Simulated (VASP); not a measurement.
# SiC (Moissanite 3C) (F-43m) in VASP: further runs

The runs below take SiC (Moissanite 3C) through single point, with PBEsol.

Everything below comes from runs of VASP 6.6.1. Logs are shortened: lines on timing, memory, paths and dates and some standing lists are left out, and cuts for length are marked.

**Experimental background.**

“Insight into the structural, elastic and electronic properties of a new orthorhombic 6O-SiC polytype”, 2020, pmc:7200658 quotes, for a bulk crystal of SiC: band gap 2.4 eV (indirect).

How close the calculation comes is told below.

### Step 1. The cell of the first run

It takes space group F-43m (No. 216, cubic). Conventional cell: a = 4.358 Å, b = 4.358 Å, c = 4.358 Å, α = 90.00°, β = 90.00°, γ = 90.00°. Si (site symmetry -43m) has 4 C at 1.89 Å within 2.5 Å. Within 2.5 Å of C (site symmetry -43m) lie 4 Si at 1.89 Å.

### Step 2. Single point, PBEsol

The input, INCAR:

```
PREC = Accurate
ENCUT = 600
EDIFF = 1E-6
ISMEAR = -1
SIGMA = 0.05
LREAL = F
LASPH = T
NELM = 120
ALGO = Normal
ISIF = 2
LWAVE = F
LCHARG = T
GGA = PS
LELF = T
LVHAR = T
NBANDS = 11
GGA_COMPAT = F
```

The input, KPOINTS:

```
regular mesh
0
Gamma
  9 9 9
```

The input, POSCAR:

```
SiC
1.0
    0.0000000000      2.1790000000      2.1790000000
    2.1790000000      0.0000000000      2.1790000000
    2.1790000000      2.1790000000      0.0000000000
Si C
1 1
Direct
    0.0000000000      0.0000000000      0.0000000000
    0.7500000000      0.7500000000      0.7500000000
```

Potentials or basis: VASP PAW PBE potentials, release 64 (Si, C).

Command:

```console
> cat potpaw_PBE.64/Si/POTCAR potpaw_PBE.64/C/POTCAR > POTCAR
> mpirun -np 1 vasp_std > vasp.out
```

OUTCAR:

```text
PREC = Accurate
   ENCUT = 600
   EDIFF = 1E-6
   ISMEAR = -1
   LREAL = F
   LASPH = T
   NELM = 120
   ISIF = 2
   GGA = PS

 ion  position               nearest neighbor table
   1  0.000  0.000  0.000-   2 1.89   2 1.89   2 1.89   2 1.89
   2  0.750  0.750  0.750-   1 1.89   1 1.89   1 1.89   1 1.89

  LATTYP: Found a face centered cubic cell.
 ALAT       =     4.3580000000

  Lattice vectors:

 A1 = (   0.0000000000,   2.1790000000,   2.1790000000)
 A2 = (   2.1790000000,   0.0000000000,   2.1790000000)
 A3 = (   2.1790000000,   2.1790000000,   0.0000000000)

Analysis of symmetry for initial positions (statically):
=====================================================================
 Subroutine PRICEL returns:
 Original cell was already a primitive cell.

 Routine SETGRP: Setting up the symmetry group for a
 face centered cubic supercell.

 Subroutine GETGRP returns: Found 24 space group operations
 (whereof 24 operations were pure point group operations)
 out of a pool of 48 trial point group operations.

The static configuration has the point symmetry T_d .

Analysis of symmetry for dynamics (positions and initial velocities):
=====================================================================
 Subroutine PRICEL returns:
 Original cell was already a primitive cell.

 Routine SETGRP: Setting up the symmetry group for a
 face centered cubic supercell.

 Subroutine GETGRP returns: Found 24 space group operations
 (whereof 24 operations were pure point group operations)
 out of a pool of 48 trial point group operations.

The dynamic configuration has the point symmetry T_d .

 Subroutine INISYM returns: Found 24 space group operations
 (whereof 24 operations are pure point group operations),
 and found     1 'primitive' translations

----------------------------------------------------------------------------------------

                                     Primitive cell

  volume of cell :      20.6920

  direct lattice vectors                    reciprocal lattice vectors
     0.000000000  2.179000000  2.179000000    -0.229463056  0.229463056  0.229463056
     2.179000000  0.000000000  2.179000000     0.229463056 -0.229463056  0.229463056
     2.179000000  2.179000000  0.000000000     0.229463056  0.229463056 -0.229463056

  length of vectors
     3.081571352  3.081571352  3.081571352     0.397441672  0.397441672  0.397441672

  position of ions in fractional coordinates (direct lattice)
     0.000000000  0.000000000  0.000000000
     0.750000000  0.750000000  0.750000000

  ion indices of the primitive-cell ions
   primitive index   ion index
                 1           1
                 2           2

----------------------------------------------------------------------------------------

 KPOINTS: regular mesh

Automatic generation of k-mesh.
 Grid dimensions read from file:
 generate k-points for:    9    9    9

 Generating k-lattice:

  Cartesian coordinates                     Fractional coordinates (reciprocal lattice)
    -0.025495895  0.025495895  0.025495895     0.111111111  0.000000000  0.000000000
     0.025495895 -0.025495895  0.025495895     0.000000000  0.111111111  0.000000000
     0.025495895  0.025495895 -0.025495895     0.000000000  0.000000000  0.111111111

  Length of vectors
     0.044160186  0.044160186  0.044160186

  Shift w.r.t. Gamma in fractional coordinates (k-lattice)
     0.000000000  0.000000000  0.000000000

 Subroutine IBZKPT returns following result:
 ===========================================

 Found     35 irreducible k-points:

 Following reciprocal coordinates:
            Coordinates               Weight
  0.000000  0.000000  0.000000      1.000000
  0.111111  0.000000  0.000000      8.000000
  0.222222  0.000000  0.000000      8.000000
  0.333333  0.000000  0.000000      8.000000
  0.444444  0.000000  0.000000      8.000000
  0.111111  0.111111  0.000000      6.000000
[... 16 lines left out ...]
 -0.333333  0.333333  0.000000     12.000000
  0.444444  0.444444  0.000000      6.000000
 [... further k-points ...]
   k-points           NKPTS =     35   k-points in BZ     NKDIM =     35   number of bands    NBANDS=     11
   number of dos      NEDOS =    301   number of ions     NIONS =      2
   total plane-waves  NPLWV =  21952
   dimension x,y,z NGX =    28 NGY =   28 NGZ =   28
   dimension x,y,z NGXF=    56 NGYF=   56 NGZF=   56
   ions per type =               1   1
   NGX,Y,Z   is equivalent  to a cutoff of  15.11, 15.11, 15.11 a.u.
   NGXF,Y,Z  is equivalent  to a cutoff of  30.21, 30.21, 30.21 a.u.
 SYSTEM =  unknown system
   PREC   = accura    normal or accurate (medium, high low for compatibility)
   ISTART =      0    job   : 0-new  1-cont  2-samecut
   ICHARG =      2    charge: 1-file 2-atom 10-const
   ISPIN  =      1    spin polarized calculation?
   LNONCOLLINEAR =      F non collinear calculations
   LSORBIT =      F    spin-orbit coupling
   LASPH  =      T    aspherical Exc in radial PAW
   ENCUT  =  600.0 eV  44.10 Ry    6.64 a.u.   6.15  6.15  6.15*2*pi/ulx,y,z
   NELM   =    120;   NELMIN=  2; NELMDL= -5     # of ELM steps
   EDIFF  = 0.1E-05   stopping-criterion for ELM
   LREAL  =      F    real-space projection
   EDIFFG = 0.1E-04   stopping-criterion for IOM
   NSW    =      0    number of steps for IOM
   IBRION =     -1    ionic relax: 0-MD 1-quasi-New 2-CG
   NFREE  =      0    steps in history (QN), initial steepest desc. (CG)
   ISIF   =      2    stress and relaxation
   ISYM   =      2    0-nonsym 1-usesym 2-fastsym
   POTIM  = 0.5000    time-step for ionic-motion
   TEBEG  =    0.0;   TEEND  =   0.0 temperature during run
   PSTRESS=    0.0 pullay stress
   NELECT =       8.0000    total number of electrons
   NUPDOWN=      -1.0000    fix difference up-down
   EMIN   =  10.00;   EMAX   =-10.00  energy-range for DOS
   EFERMI =   0.00;   METHOD = LEGACY
   ISMEAR =    -1;   SIGMA  =   0.05  broadening in eV -4-tet -1-fermi 0-gaus
   EFERMI_NEDOS =   21; number of points for ismear=-14 and -15
   IALGO  =     38    algorithm
   IMIX   =      4    mixing-type and parameters
     AMIX     =   0.40;   BMIX     =  1.00
     AMIX_MAG =   1.60;   BMIX_MAG =  1.00
  volume/ion in A,a.u.               =      10.35        69.82
  Fermi-wavevector in a.u.,A,eV,Ry     =   1.192626  2.253736 19.352338  1.422357
  Thomas-Fermi vector in A             =   2.328660
   LORBIT       =      0    0 simple, 1 ext, 2 COOP (PROOUT), +10 PAW based schemes
   GGA     = PS    functional components
   LHFCALC =     F    Hartree Fock is set to
   AEXX    =    0.0000 exact exchange contribution
   IVDW    =     0    specifies the selected vdW correction
   LEPSILON=     F    determine dielectric tensor
   LRPA    =     F    only Hartree local field effects (RPA)
 non-spin polarized calculation
  energy-cutoff  :      600.00
  volume of cell :       20.69
 maximum number of plane-waves:       702
 NGX is ok and might be reduce to    28
   NGX = 13   NGY = 13   NGZ = 13

 number of electron       8.0000000 magnetization

 Free energy of the ion-electron system (eV)
  ---------------------------------------------------
  ext. energy  EPLUGINS =         0.00000000
  ---------------------------------------------------
  free energy    TOTEN  =       -15.91581952 eV

  energy without entropy =      -15.91581950  energy(sigma->0) =      -15.91581951

 E-fermi :   8.7415     XC(G=0): -11.5048

 val. band max:        8.0562345998   @ k =   0.0000   0.0000   0.0000
 cond. band min:       9.4360684114   @ k =   0.4444   0.4444   0.0000
 fundamental gap:      1.3798338116
 Fermi energy:         8.7414780590

 k-point     1 :       0.0000    0.0000    0.0000
  band No.  band energies     occupation
      1      -7.3680      2.00000
      2       8.0562      2.00000
      3       8.0562      2.00000
      4       8.0562      2.00000
      5      14.2430      0.00000
      6      15.2991      0.00000
      7      15.2991      0.00000
      8      15.2991      0.00000
      9      22.5130      0.00000
     10      22.5130      0.00000
     11      24.3189      0.00000

 k-point     2 :       0.1111    0.0000    0.0000
  band No.  band energies     occupation
      1      -7.1260      2.00000
      2       6.8355      2.00000
      3       7.8925      2.00000
      4       7.8925      2.00000
      5      14.4902      0.00000
      6      15.5911      0.00000
      7      15.5911      0.00000
      8      15.6832      0.00000
      9      21.4077      0.00000
     10      21.4077      0.00000
     11      24.0305      0.00000

 k-point     3 :       0.2222    0.0000    0.0000
  band No.  band energies     occupation
      1      -6.4132      2.00000
      2       4.3921      2.00000
      3       7.5380      2.00000
      4       7.5380      2.00000
      5      14.0996      0.00000
      6      15.9176      0.00000
      7      15.9176      0.00000
      8      17.0388      0.00000
      9      20.9109      0.00000
     10      20.9109      0.00000
     11      23.1051      0.00000

 k-point     4 :       0.3333    0.0000    0.0000
  band No.  band energies     occupation
      1      -5.2899      2.00000
      2       1.8477      2.00000
      3       7.2085      2.00000
      4       7.2085      2.00000
      5      13.6795      0.00000
      6      15.6201      0.00000
      7      15.6201      0.00000
      8      17.8681      0.00000
      9      22.2528      0.00000
     10      22.2528      0.00000
     11      23.1258      0.00000
[... 239 lines left out ...]
 k-point    22 :      -0.4444    0.3333    0.0000
  band No.  band energies     occupation
      1      -2.5647      2.00000
      2       0.8209      2.00000
      3       2.9703      2.00000
      4       5.3816      2.00000
      5      10.9489      0.00000
      6      15.2017      0.00000
      7      19.8343      0.00000
      8      19.9858      0.00000
      9      21.7288      0.00000
     10      24.8573      0.00000
     11      29.6547      0.00000

 k-point    23 :      -0.3333    0.3333    0.0000
  band No.  band energies     occupation
      1      -2.6894      2.00000
      2       0.9920      2.00000
      3       2.3582      2.00000
      4       5.8678      2.00000
      5      11.7678      0.00000
      6      17.1472      0.00000
      7      18.7605      0.00000
      8      19.5335      0.00000
      9      20.8691      0.00000
     10      22.4933      0.00000
     11      29.7005      0.00000

 k-point    24 :       0.4444    0.4444    0.0000
  band No.  band energies     occupation
      1      -2.7762      2.00000
      2       0.7595      2.00000
      3       4.9126      2.00000
      4       4.9126      2.00000
      5       9.4361      0.00000
      6      12.3531      0.00000
      7      21.7475      0.00000
      8      21.7475      0.00000
      9      22.5141      0.00000
     10      27.6471      0.00000
     11      30.4559      0.00000

 [... further k-points ...]
[... 5 lines left out ...]
  --------------------------------------------------------------------------------------
  -------------------------------------------------------------------------------------
  Total        0.0056972      0.0056972      0.0056972      0.0000000      0.0000000      0.0000000
  in kB        0.4411331      0.4411331      0.4411331      0.0000000      0.0000000      0.0000000
  external PRESSURE =       0.4411331 kB  Pullay stress =       0.0000000 kB

 VOLUME and BASIS-vectors are now :
 -----------------------------------------------------------------------------
  energy-cutoff  :      600.00
  volume of cell :       20.69
      direct lattice vectors                 reciprocal lattice vectors
     0.000000000  2.179000000  2.179000000    -0.229463056  0.229463056  0.229463056
     2.179000000  0.000000000  2.179000000     0.229463056 -0.229463056  0.229463056
     2.179000000  2.179000000  0.000000000     0.229463056  0.229463056 -0.229463056

 POSITION                                       TOTAL-FORCE (eV/Angst)
 -----------------------------------------------------------------------------------
      0.00000      0.00000      0.00000        -0.000000     -0.000000      0.000000
      3.26850      3.26850      3.26850         0.000000      0.000000     -0.000000
 -----------------------------------------------------------------------------------
    total drift:                                0.000000      0.000000      0.000000

  FREE ENERGIE OF THE ION-ELECTRON SYSTEM (eV)
  ---------------------------------------------------
  free  energy   TOTEN  =       -15.9158195201 eV

  energy  without entropy=      -15.9158194968  energy(sigma->0) =      -15.91581951
```

Run time: 10 s. Hardware: 1 thread of Intel Xeon Platinum 8488C (Sapphire Rapids), shared host; peak memory 0.15 GiB.

Results:

| Item | Value |
| --- | --- |
| Free energy | -15.9158 eV |
| Pressure | 0.0 GPa |
| Band gap on the k mesh | 1.38 eV, indirect (least direct gap 4.52 eV) |

Caveat: the PAW data sets were made with another functional, which shifts forces and pressure a little.

### Step 3. Single point, PBEsol

This run uses another cell than the first one, of 9.56 Å³/atom, 0.925 times its volume.

The input, INCAR:

```
ALGO = Normal ; EDIFF = 1E-6
ENCUT = 600 ; GGA = PS
GGA_COMPAT = False ; ISIF = 2
ISMEAR = -1 ; LASPH = True
LCHARG = False ; LREAL = False
LWAVE = False ; NBANDS = 11
NELM = 120 ; PREC = Accurate
SIGMA = 0.05
```

The input, KPOINTS:

```
k-points
0
Gamma
  10 10 10
```

The input, POSCAR:

```
SiC
1.0
    0.0000000000      2.1227241901      2.1227241901
    2.1227241901      0.0000000000      2.1227241901
    2.1227241901      2.1227241901      0.0000000000
Si C
1 1
Direct
    0.0000000000      0.0000000000      0.0000000000
    0.7500000000      0.7500000000      0.7500000000
```

Potentials or basis: VASP PAW PBE potentials, release 64 (Si, C).

Command:

```console
> cat potpaw_PBE.64/Si/POTCAR potpaw_PBE.64/C/POTCAR > POTCAR
> mpirun -np 1 vasp_std > vasp.out
```

OUTCAR:

```text
EDIFF = 1E-6
   ENCUT = 600
   GGA = PS
   ISIF = 2
   ISMEAR = -1
   LASPH = True
   LREAL = False
   NELM = 120
   PREC = Accurate

 ion  position               nearest neighbor table
   1  0.000  0.000  0.000-   2 1.84   2 1.84   2 1.84   2 1.84
   2  0.750  0.750  0.750-   1 1.84   1 1.84   1 1.84   1 1.84

  LATTYP: Found a face centered cubic cell.
 ALAT       =     4.2454483802

  Lattice vectors:

 A1 = (   0.0000000000,   2.1227241901,   2.1227241901)
[... 510 lines left out ...]
      4       6.1930      2.00000
      5      11.7738      0.00000
      6      14.8039      0.00000
      7      21.3834      0.00000
      8      21.5798      0.00000
      9      23.5962      0.00000
     10      27.7214      0.00000
     11      31.3233      0.00000

 [... further k-points ...]
[... 5 lines left out ...]
  --------------------------------------------------------------------------------------
  -------------------------------------------------------------------------------------
  Total        2.4218767      2.4218767      2.4218767      0.0000000     -0.0000000     -0.0000000
  in kB      202.8392133    202.8392133    202.8392133      0.0000000     -0.0000000     -0.0000000
  external PRESSURE =     202.8392133 kB  Pullay stress =       0.0000000 kB

 VOLUME and BASIS-vectors are now :
 -----------------------------------------------------------------------------
  energy-cutoff  :      600.00
  volume of cell :       19.13
      direct lattice vectors                 reciprocal lattice vectors
     0.000000000  2.122724190  2.122724190    -0.235546381  0.235546381  0.235546381
     2.122724190  0.000000000  2.122724190     0.235546381 -0.235546381  0.235546381
     2.122724190  2.122724190  0.000000000     0.235546381  0.235546381 -0.235546381

 POSITION                                       TOTAL-FORCE (eV/Angst)
 -----------------------------------------------------------------------------------
      0.00000      0.00000      0.00000        -0.000000     -0.000000     -0.000000
      3.18409      3.18409      3.18409         0.000000      0.000000      0.000000
 -----------------------------------------------------------------------------------
    total drift:                               -0.000000     -0.000000     -0.000000

  FREE ENERGIE OF THE ION-ELECTRON SYSTEM (eV)
  ---------------------------------------------------
  free  energy   TOTEN  =       -15.8216038370 eV

  energy  without entropy=      -15.8216037247  energy(sigma->0) =      -15.82160378
```

Run time: 5.1 s. Hardware: 1 thread of Intel Xeon Platinum 8488C (Sapphire Rapids), shared host; peak memory 0.13 GiB.

What came out:

```
Free energy            : -15.8216 eV
Pressure               : 20.3 GPa
Band gap on the k mesh : 1.16 eV, indirect (least direct gap 4.52 eV)
```

Levels at points of the mesh, in eV from the valence-band top:
```csv
k point,band 1,band 2,band 3,band 4,band 5,band 6,band 7,band 8,band 9
"(0.00, 0.00, 0.00)",-16.05,0.00,0.00,0.00,7.11,7.81,7.81,7.81,14.93
"(0.50, 0.00, 0.00)",-12.15,-9.04,-1.07,-1.07,6.10,7.46,7.46,10.35,17.01
"(0.50, 0.50, 0.00)",-10.60,-8.10,-3.36,-3.36,1.16,4.48,14.88,14.88,15.77
```

Caveat: the PAW data sets were made with another functional, which shifts forces and pressure a little. A k mesh can miss the band edges.

### Step 4. Single point, PBEsol

This run uses another cell than the first one, of 9.26 Å³/atom, 0.895 times its volume.

The input, INCAR:

```
ALGO = Normal
EDIFF = 1E-6
ENCUT = 600
GGA = PS
GGA_COMPAT = F
ISIF = 2
ISMEAR = -1
LASPH = T
LCHARG = F
LREAL = F
LWAVE = F
NBANDS = 11
NELM = 120
PREC = Accurate
SIGMA = 0.05
```

KPOINTS is that of step 3.

The input, POSCAR:

```
SiC
1.0
    0.0000000000      2.1002228254      2.1002228254
    2.1002228254      0.0000000000      2.1002228254
    2.1002228254      2.1002228254      0.0000000000
Si C
1 1
Direct
    0.0000000000      0.0000000000      0.0000000000
    0.7500000000      0.7500000000      0.7500000000
```

Command:

```console
> cat potpaw_PBE.64/Si/POTCAR potpaw_PBE.64/C/POTCAR > POTCAR
> mpirun -np 1 vasp_std > vasp.out
```

Run time: 7.1 s. Hardware: 1 thread of Intel Xeon Platinum 8488C (Sapphire Rapids), shared host; peak memory 0.13 GiB.

It converged, with:

- Free energy: -15.7264 eV
- Pressure: 30.3 GPa
- Band gap on the k mesh: 1.13 eV, indirect (least direct gap 4.55 eV)

Levels at points of the mesh, in eV from the valence-band top:
| k point | band 1 | band 2 | band 3 | band 4 | band 5 | band 6 | band 7 | band 8 | band 9 |
| --- | --- | --- | --- | --- | --- | --- | --- | --- | --- |
| (0.00, 0.00, 0.00) | -16.32 | 0.00 | 0.00 | 0.00 | 7.49 | 8.05 | 8.05 | 8.05 | 15.13 |
| (0.50, 0.00, 0.00) | -12.28 | -9.23 | -1.08 | -1.08 | 6.40 | 7.60 | 7.60 | 10.53 | 17.45 |
| (0.50, 0.50, 0.00) | -10.71 | -8.21 | -3.42 | -3.42 | 1.13 | 4.60 | 15.27 | 15.27 | 16.24 |

Caveat: the PAW data sets were made with another functional, which shifts forces and pressure a little. A k mesh can miss the band edges.

### Step 5. The runs side by side

| cell | k mesh | gap on the mesh (eV) | pressure (GPa) |
| --- | --- | --- | --- |
| a = 3.082 Å, angles 60.0°, 2 atoms | 9 × 9 × 9 | 1.38 | 0.0 |
| a = 3.002 Å, angles 60.0°, 2 atoms | 10 × 10 × 10 | 1.16 | 20.3 |
| a = 2.970 Å, angles 60.0°, 2 atoms | 10 × 10 × 10 | 1.13 | 30.3 |

Alike in all rows: task single point; level PBEsol; potentials or basis VASP PAW PBE potentials, release 64 (Si, C); no spin polarisation; cutoff (eV) 600; smearing fermi-dirac 0.05 eV.

Caveats: the PAW data sets were made with another functional, which shifts forces and pressure a little.

Total energies depend on the potentials used, so only differences within one code and one set of settings carry meaning.

### Step 6. Comparison with measurements

Step 2. Measured gap of SiC: 2.4 eV (indirect; quoted in “Insight into the structural, elastic and electronic properties of a new orthorhombic 6O-SiC polytype”, 2020, pmc:7200658). This calculation gives 1.38 eV (-1.02 eV). The value is that of PBEsol on a finite k mesh, which can miss the band edges, without temperature or zero-point motion. Semilocal functionals fall short of measured gaps as a rule.
